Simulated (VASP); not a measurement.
# CdTe (F-43m) in VASP: notebook

Runs on CdTe. Level: r2SCAN. Tasks: single point.

Program: VASP 6.6.1. These are calculated values, not measurements. Logs are shortened: lines on timing, memory, paths and dates and some standing lists are left out, and cuts for length are marked.

**1. The cell of the first run**

It takes space group F-43m (No. 216, cubic). Conventional cell: a = 6.564 Å, b = 6.564 Å, c = 6.564 Å, α = 90.00°, β = 90.00°, γ = 90.00°. Cd (site symmetry -43m) has 4 Te at 2.84 Å within 3.7 Å. Te (site symmetry -43m) has 4 Cd at 2.84 Å within 3.7 Å.

**2. Single point, r2SCAN**

POSCAR

```
CdTe
1.0
    0.0000000000      3.2821135600      3.2821135600
    3.2821135600      0.0000000000      3.2821135600
    3.2821135600      3.2821135600      0.0000000000
Cd Te
1 1
Direct
    0.0000000000      0.0000000000      0.0000000000
    0.7500000000      0.7500000000      0.7500000000
```

INCAR.step1

```
PREC = Accurate
ENCUT = 520
ISMEAR = 0
SIGMA = 0.1
LREAL = F
LASPH = T
NELM = 60
NBANDS = 16
GGA = PE
ALGO = Normal
EDIFF = 1E-4
LWAVE = T
LCHARG = F
```

INCAR.step2

```
PREC = Accurate
ENCUT = 520
EDIFF = 1E-6
ISMEAR = 0
SIGMA = 0.1
LREAL = F
LASPH = T
NELM = 60
ALGO = Normal
ISIF = 2
LWAVE = F
LCHARG = T
METAGGA = R2SCAN
LMIXTAU = T
LELF = T
LVHAR = T
NBANDS = 16
ISTART = 1
```

KPOINTS

```
Automatic mesh
0
Gamma
  6 6 6
```

Potentials or basis: VASP PAW PBE potentials, release 64 (Cd, Te).

Launch:

```
cat potpaw_PBE.64/Cd/POTCAR potpaw_PBE.64/Te/POTCAR > POTCAR
cp INCAR.step1 INCAR
mpirun -np 1 vasp_std > vasp.out
cp INCAR.step2 INCAR
mpirun -np 1 vasp_std > vasp.out
```

OUTCAR:

```text
PREC = Accurate
   ENCUT = 520
   EDIFF = 1E-6
   ISMEAR = 0
   LREAL = F
   LASPH = T
   NELM = 60
   ISIF = 2
   METAGGA = R2SCAN
   ISTART = 1

 ion  position               nearest neighbor table
   1  0.000  0.000  0.000-   2 2.84   2 2.84   2 2.84   2 2.84
   2  0.750  0.750  0.750-   1 2.84   1 2.84   1 2.84   1 2.84

  LATTYP: Found a face centered cubic cell.
 ALAT       =     6.5642271200

  Lattice vectors:

 A1 = (   0.0000000000,   3.2821135600,   3.2821135600)
 A2 = (   3.2821135600,   0.0000000000,   3.2821135600)
 A3 = (   3.2821135600,   3.2821135600,   0.0000000000)

Analysis of symmetry for initial positions (statically):
=====================================================================
 Subroutine PRICEL returns:
 Original cell was already a primitive cell.

 Routine SETGRP: Setting up the symmetry group for a
 face centered cubic supercell.

 Subroutine GETGRP returns: Found 24 space group operations
 (whereof 24 operations were pure point group operations)
 out of a pool of 48 trial point group operations.

The static configuration has the point symmetry T_d .

Analysis of symmetry for dynamics (positions and initial velocities):
=====================================================================
 Subroutine PRICEL returns:
 Original cell was already a primitive cell.

 Routine SETGRP: Setting up the symmetry group for a
 face centered cubic supercell.

 Subroutine GETGRP returns: Found 24 space group operations
 (whereof 24 operations were pure point group operations)
 out of a pool of 48 trial point group operations.

The dynamic configuration has the point symmetry T_d .

 Subroutine INISYM returns: Found 24 space group operations
 (whereof 24 operations are pure point group operations),
 and found     1 'primitive' translations

----------------------------------------------------------------------------------------

                                     Primitive cell

  volume of cell :      70.7116

  direct lattice vectors                    reciprocal lattice vectors
     0.000000000  3.282113560  3.282113560    -0.152340859  0.152340859  0.152340859
     3.282113560  0.000000000  3.282113560     0.152340859 -0.152340859  0.152340859
     3.282113560  3.282113560  0.000000000     0.152340859  0.152340859 -0.152340859

  length of vectors
     4.641609510  4.641609510  4.641609510     0.263862108  0.263862108  0.263862108

  position of ions in fractional coordinates (direct lattice)
     0.000000000  0.000000000  0.000000000
     0.750000000  0.750000000  0.750000000

  ion indices of the primitive-cell ions
   primitive index   ion index
                 1           1
                 2           2

----------------------------------------------------------------------------------------

 KPOINTS: Automatic mesh

Automatic generation of k-mesh.
 Grid dimensions read from file:
 generate k-points for:    6    6    6

 Generating k-lattice:

  Cartesian coordinates                     Fractional coordinates (reciprocal lattice)
    -0.025390143  0.025390143  0.025390143     0.166666667  0.000000000  0.000000000
     0.025390143 -0.025390143  0.025390143     0.000000000  0.166666667  0.000000000
     0.025390143  0.025390143 -0.025390143     0.000000000  0.000000000  0.166666667

  Length of vectors
     0.043977018  0.043977018  0.043977018

  Shift w.r.t. Gamma in fractional coordinates (k-lattice)
     0.000000000  0.000000000  0.000000000

 Subroutine IBZKPT returns following result:
 ===========================================

 Found     16 irreducible k-points:

 Following reciprocal coordinates:
            Coordinates               Weight
  0.000000  0.000000  0.000000      1.000000
  0.166667  0.000000  0.000000      8.000000
  0.333333  0.000000  0.000000      8.000000
  0.500000  0.000000  0.000000      4.000000
  0.166667  0.166667  0.000000      6.000000
  0.333333  0.166667  0.000000     24.000000
[... 8 lines left out ...]
 -0.333333  0.333333  0.166667     24.000000
 -0.333333  0.500000  0.166667     12.000000
   k-points           NKPTS =     16   k-points in BZ     NKDIM =     16   number of bands    NBANDS=     16
   number of dos      NEDOS =    301   number of ions     NIONS =      2
   total plane-waves  NPLWV =  46656
   dimension x,y,z NGX =    36 NGY =   36 NGZ =   36
   dimension x,y,z NGXF=    72 NGYF=   72 NGZF=   72
   ions per type =               1   1
   NGX,Y,Z   is equivalent  to a cutoff of  12.89, 12.89, 12.89 a.u.
   NGXF,Y,Z  is equivalent  to a cutoff of  25.79, 25.79, 25.79 a.u.
 SYSTEM =  unknown system
   PREC   = accura    normal or accurate (medium, high low for compatibility)
   ISTART =      1    job   : 0-new  1-cont  2-samecut
   ICHARG =      0    charge: 1-file 2-atom 10-const
   ISPIN  =      1    spin polarized calculation?
   LNONCOLLINEAR =      F non collinear calculations
   LSORBIT =      F    spin-orbit coupling
   LASPH  =      T    aspherical Exc in radial PAW
   ENCUT  =  520.0 eV  38.22 Ry    6.18 a.u.   8.63  8.63  8.63*2*pi/ulx,y,z
   NELM   =     60;   NELMIN=  2; NELMDL=  0     # of ELM steps
   EDIFF  = 0.1E-05   stopping-criterion for ELM
   LREAL  =      F    real-space projection
   EDIFFG = 0.1E-04   stopping-criterion for IOM
   NSW    =      0    number of steps for IOM
   IBRION =     -1    ionic relax: 0-MD 1-quasi-New 2-CG
   NFREE  =      0    steps in history (QN), initial steepest desc. (CG)
   ISIF   =      2    stress and relaxation
   ISYM   =      2    0-nonsym 1-usesym 2-fastsym
   POTIM  = 0.5000    time-step for ionic-motion
   TEBEG  =    0.0;   TEEND  =   0.0 temperature during run
   PSTRESS=    0.0 pullay stress
   NELECT =      18.0000    total number of electrons
   NUPDOWN=      -1.0000    fix difference up-down
   EMIN   =  10.00;   EMAX   =-10.00  energy-range for DOS
   EFERMI =   0.00;   METHOD = LEGACY
   ISMEAR =     0;   SIGMA  =   0.10  broadening in eV -4-tet -1-fermi 0-gaus
   EFERMI_NEDOS =   21; number of points for ismear=-14 and -15
   IALGO  =     38    algorithm
   IMIX   =      4    mixing-type and parameters
     AMIX     =   0.40;   BMIX     =  1.00
     AMIX_MAG =   1.60;   BMIX_MAG =  1.00
  volume/ion in A,a.u.               =      35.36       238.59
  Fermi-wavevector in a.u.,A,eV,Ry     =   1.037533  1.960654 14.646338  1.076475
  Thomas-Fermi vector in A             =   2.171976
   LORBIT       =      0    0 simple, 1 ext, 2 COOP (PROOUT), +10 PAW based schemes
   METAGGA = R2SCAN    functional components
   LHFCALC =     F    Hartree Fock is set to
   AEXX    =    0.0000 exact exchange contribution
   IVDW    =     0    specifies the selected vdW correction
   LEPSILON=     F    determine dielectric tensor
   LRPA    =     F    only Hartree local field effects (RPA)
 non-spin polarized calculation
 Gauss-broadening in eV      SIGMA  =   0.10
  energy-cutoff  :      520.00
  volume of cell :       70.71
 maximum number of plane-waves:      1932
 NGX is ok and might be reduce to    36
   NGX = 17   NGY = 17   NGZ = 17

 number of electron      18.0000006 magnetization

 Free energy of the ion-electron system (eV)
  ---------------------------------------------------
  ext. energy  EPLUGINS =         0.00000000
  ---------------------------------------------------
  free energy    TOTEN  =       -46.64141010 eV

  energy without entropy =      -46.64141010  energy(sigma->0) =      -46.64141010

 E-fermi :   2.1784     XC(G=0):  -8.9263

 val. band max:        1.7601497318   @ k =   0.0000   0.0000   0.0000
 cond. band min:       2.9074605227   @ k =   0.0000   0.0000   0.0000
 fundamental gap:      1.1473107909
 Fermi energy:         2.1784311596

 k-point     1 :       0.0000    0.0000    0.0000
  band No.  band energies     occupation
      1      -9.5464      2.00000
      2      -6.6802      2.00000
      3      -6.6802      2.00000
      4      -6.6802      2.00000
      5      -6.4252      2.00000
      6      -6.4252      2.00000
[... 8 lines left out ...]
     15      11.5225      0.00000
     16      11.5225      0.00000

 k-point     2 :       0.1667    0.0000    0.0000
  band No.  band energies     occupation
      1      -9.4521      2.00000
      2      -6.6625      2.00000
      3      -6.6625      2.00000
      4      -6.5935      2.00000
      5      -6.4260      2.00000
      6      -6.4260      2.00000
[... 8 lines left out ...]
     15      10.6577      0.00000
     16      10.6577      0.00000

 k-point     3 :       0.3333    0.0000    0.0000
  band No.  band energies     occupation
      1      -9.2647      2.00000
      2      -6.6314      2.00000
      3      -6.6314      2.00000
      4      -6.4223      2.00000
      5      -6.4223      2.00000
      6      -6.3157      2.00000
[... 8 lines left out ...]
     15      11.0856      0.00000
     16      11.0856      0.00000

 k-point     4 :       0.5000    0.0000    0.0000
  band No.  band energies     occupation
      1      -9.1736      2.00000
      2      -6.6189      2.00000
      3      -6.6189      2.00000
      4      -6.4170      2.00000
      5      -6.4169      2.00000
      6      -6.0810      2.00000
[... 8 lines left out ...]
     15      12.5541      0.00000
     16      12.5541      0.00000

 k-point     5 :       0.1667    0.1667    0.0000
  band No.  band energies     occupation
      1      -9.4210      2.00000
      2      -6.6445      2.00000
      3      -6.6445      2.00000
      4      -6.5917      2.00000
      5      -6.4318      2.00000
      6      -6.4179      2.00000
[... 8 lines left out ...]
     15      11.3822      0.00000
     16      11.7737      0.00000

 k-point     6 :       0.3333    0.1667    0.0000
  band No.  band energies     occupation
      1      -9.2660      2.00000
      2      -6.6196      2.00000
      3      -6.6098      2.00000
      4      -6.4684      2.00000
      5      -6.4124      2.00000
      6      -6.3428      2.00000
[... 8 lines left out ...]
     15      11.9609      0.00000
     16      11.9755      0.00000

 k-point     7 :       0.5000    0.1667    0.0000
  band No.  band energies     occupation
      1      -9.1459      2.00000
      2      -6.6043      2.00000
      3      -6.5946      2.00000
      4      -6.4391      2.00000
      5      -6.4140      2.00000
      6      -6.0557      2.00000
[... 8 lines left out ...]
     15      12.2573      0.00000
     16      12.6279      0.00000

 k-point     8 :      -0.3333    0.1667    0.0000
  band No.  band energies     occupation
      1      -9.1754      2.00000
      2      -6.6083      2.00000
      3      -6.6053      2.00000
      4      -6.4277      2.00000
      5      -6.4265      2.00000
      6      -6.1340      2.00000
[... 8 lines left out ...]
     15      11.4182      0.00000
     16      12.5882      0.00000

 k-point     9 :      -0.1667    0.1667    0.0000
  band No.  band energies     occupation
      1      -9.3273      2.00000
      2      -6.6424      2.00000
      3      -6.6276      2.00000
      4      -6.4651      2.00000
      5      -6.4334      2.00000
      6      -6.4006      2.00000
[... 8 lines left out ...]
     15      11.2047      0.00000
     16      11.9844      0.00000

 k-point    10 :       0.3333    0.3333    0.0000
  band No.  band energies     occupation
      1      -9.1763      2.00000
      2      -6.5674      2.00000
      3      -6.5674      2.00000
      4      -6.5040      2.00000
      5      -6.4034      2.00000
      6      -6.2257      2.00000
[... 8 lines left out ...]
     15      12.4635      0.00000
     16      14.1415      0.00000

 k-point    11 :       0.5000    0.3333    0.0000
  band No.  band energies     occupation
      1      -9.0895      2.00000
      2      -6.5621      2.00000
      3      -6.5473      2.00000
      4      -6.4844      2.00000
      5      -6.4042      2.00000
      6      -5.9885      2.00000
[... 8 lines left out ...]
     15      12.8974      0.00000
     16      13.6741      0.00000

 k-point    12 :      -0.3333    0.3333    0.0000
  band No.  band energies     occupation
      1      -9.0899      2.00000
      2      -6.5800      2.00000
      3      -6.5655      2.00000
      4      -6.4494      2.00000
      5      -6.4199      2.00000
      6      -5.9348      2.00000
[... 8 lines left out ...]
     15      11.1988      0.00000
     16      14.4280      0.00000

 k-point    13 :       0.5000    0.5000    0.0000
  band No.  band energies     occupation
      1      -9.0609      2.00000
      2      -6.5257      2.00000
      3      -6.5257      2.00000
      4      -6.5167      2.00000
      5      -6.3961      2.00000
      6      -5.9421      2.00000
[... 8 lines left out ...]
     15      13.0342      0.00000
     16      13.7597      0.00000

 k-point    14 :       0.5000    0.3333    0.1667
  band No.  band energies     occupation
      1      -9.1470      2.00000
      2      -6.5884      2.00000
      3      -6.5804      2.00000
      4      -6.4616      2.00000
      5      -6.4129      2.00000
      6      -6.1091      2.00000
[... 8 lines left out ...]
     15      12.5343      0.00000
     16      13.6472      0.00000

 k-point    15 :      -0.3333    0.3333    0.1667
  band No.  band energies     occupation
      1      -9.0899      2.00000
      2      -6.5792      2.00000
      3      -6.5672      2.00000
      4      -6.4471      2.00000
      5      -6.4214      2.00000
      6      -5.9342      2.00000
[... 8 lines left out ...]
     15      12.7418      0.00000
     16      13.4078      0.00000

 k-point    16 :      -0.3333    0.5000    0.1667
  band No.  band energies     occupation
      1      -9.0620      2.00000
      2      -6.5537      2.00000
      3      -6.5511      2.00000
      4      -6.4694      2.00000
      5      -6.4123      2.00000
      6      -5.8876      2.00000
[... 8 lines left out ...]
     15      13.2391      0.00000
     16      13.6417      0.00000

------------------------ aborting loop because EDIFF is reached ----------------------------------------

  FORCE on cell =-STRESS in cart. coord.  units (eV):
  Direction    XX          YY          ZZ          XY          YZ          ZX
  --------------------------------------------------------------------------------------
  -------------------------------------------------------------------------------------
  Total        0.0014541      0.0014541      0.0014541     -0.0000000      0.0000000      0.0000000
  in kB        0.0329479      0.0329479      0.0329479     -0.0000000      0.0000000      0.0000000
  external PRESSURE =       0.0329479 kB  Pullay stress =       0.0000000 kB

 VOLUME and BASIS-vectors are now :
 -----------------------------------------------------------------------------
  energy-cutoff  :      520.00
  volume of cell :       70.71
      direct lattice vectors                 reciprocal lattice vectors
     0.000000000  3.282113560  3.282113560    -0.152340859  0.152340859  0.152340859
     3.282113560  0.000000000  3.282113560     0.152340859 -0.152340859  0.152340859
     3.282113560  3.282113560  0.000000000     0.152340859  0.152340859 -0.152340859

 POSITION                                       TOTAL-FORCE (eV/Angst)
 -----------------------------------------------------------------------------------
      0.00000      0.00000      0.00000        -0.000000     -0.000000     -0.000000
      4.92317      4.92317      4.92317         0.000000      0.000000      0.000000
 -----------------------------------------------------------------------------------
    total drift:                                0.000001      0.000001      0.000001

  FREE ENERGIE OF THE ION-ELECTRON SYSTEM (eV)
  ---------------------------------------------------
  free  energy   TOTEN  =       -46.6414101034 eV

  energy  without entropy=      -46.6414101034  energy(sigma->0) =      -46.64141010
```

It took 49 s on 1 thread of Intel Xeon 6975P-C, shared host; peak memory 0.22 GiB.

What came out:

| Item | Value |
| --- | --- |
| Free energy | -46.6414 eV |
| Pressure | 0.0 GPa |
| Band gap on the k mesh | 1.15 eV, direct |

Levels at points of the mesh, in eV from the valence-band top:
| k point | band 6 | band 7 | band 8 | band 9 | band 10 | band 11 | band 12 | band 13 |
| --- | --- | --- | --- | --- | --- | --- | --- | --- |
| (0.00, 0.00, 0.00) | -8.19 | 0.00 | 0.00 | 0.00 | 1.15 | 5.05 | 5.05 | 5.05 |
| (0.50, 0.00, 0.00) | -7.84 | -4.28 | -0.73 | -0.73 | 2.19 | 5.60 | 5.60 | 7.38 |
| (0.50, 0.50, 0.00) | -7.70 | -4.17 | -1.78 | -1.78 | 2.96 | 2.99 | 9.24 | 9.62 |

Caveat: the PAW data sets were made with another functional, which shifts forces and pressure a little; spin-orbit coupling is left out, which moves the levels of the heavy elements.

**3. Single point, r2SCAN**

This run uses another cell than the first one, of 35.25 Å³/atom, 0.997 times its volume.

POSCAR

```
CdTe
1.0
    0.0000000000      3.2788487437      3.2788487437
    3.2788487437      0.0000000000      3.2788487437
    3.2788487437      3.2788487437      0.0000000000
Cd Te
1 1
Direct
    0.0000000000      0.0000000000      0.0000000000
    0.7500000000      0.7500000000      0.7500000000
```

INCAR.step1

```
SYSTEM = CdTe
ALGO     = Normal         ! electronic algorithm
EDIFF    = 1E-4           ! SCF threshold, eV
ENCUT    = 520            ! plane-wave cutoff, eV
GGA      = PE             ! functional
ISMEAR   = 0              ! smearing method
LASPH    = .TRUE.         ! aspherical terms in the spheres
LCHARG   = .FALSE.        ! write CHGCAR
LREAL    = .FALSE.        ! projectors in reciprocal space
LWAVE    = .TRUE.         ! write WAVECAR
NBANDS   = 16             ! bands
NELM     = 80             ! most SCF steps
PREC     = Accurate       ! precision mode
SIGMA    = 0.02           ! smearing width, eV
```

INCAR.step2

```
SYSTEM = CdTe
ALGO     = Normal         ! electronic algorithm
EDIFF    = 1E-6           ! SCF threshold, eV
ENCUT    = 520            ! plane-wave cutoff, eV
ISIF     = 2              ! what is computed and relaxed
ISMEAR   = 0              ! smearing method
ISTART   = 1            
LASPH    = .TRUE.         ! aspherical terms in the spheres
LCHARG   = .FALSE.        ! write CHGCAR
LMIXTAU  = .TRUE.       
LREAL    = .FALSE.        ! projectors in reciprocal space
LWAVE    = .FALSE.        ! write WAVECAR
METAGGA  = R2SCAN         ! meta-GGA
NBANDS   = 16             ! bands
NELM     = 80             ! most SCF steps
PREC     = Accurate       ! precision mode
SIGMA    = 0.02           ! smearing width, eV
```

KPOINTS

```
k-points
0
G
  8 8 8
  0 0 0
```

Potentials or basis: VASP PAW PBE potentials, release 64 (Cd, Te).

Launch:

```
cat potpaw_PBE.64/Cd/POTCAR potpaw_PBE.64/Te/POTCAR > POTCAR
cp INCAR.step1 INCAR
mpirun -np 1 vasp_std > vasp.out
cp INCAR.step2 INCAR
mpirun -np 1 vasp_std > vasp.out
```

It took 87 s on 1 thread of Intel Xeon 6975P-C, shared host; peak memory 0.23 GiB.

Results (log left out):

| Quantity | Value |
| --- | --- |
| Free energy | -46.6452 eV |
| Pressure | 0.1 GPa |
| Band gap on the k mesh | 1.16 eV, direct |

Levels at points of the mesh, in eV from the valence-band top:
| k point | band 6 | band 7 | band 8 | band 9 | band 10 | band 11 | band 12 | band 13 |
| --- | --- | --- | --- | --- | --- | --- | --- | --- |
| (0.00, 0.00, 0.00) | -8.19 | 0.00 | 0.00 | 0.00 | 1.16 | 5.05 | 5.05 | 5.05 |
| (0.50, 0.00, 0.00) | -7.84 | -4.29 | -0.74 | -0.74 | 2.19 | 5.60 | 5.60 | 7.38 |
| (0.50, 0.50, 0.00) | -7.70 | -4.18 | -1.79 | -1.79 | 2.95 | 2.99 | 9.26 | 9.63 |

Caveat: the PAW data sets were made with another functional, which shifts forces and pressure a little; spin-orbit coupling is left out, which moves the levels of the heavy elements. r2SCAN opens gaps a little over a GGA but as a rule still falls short of measured ones.
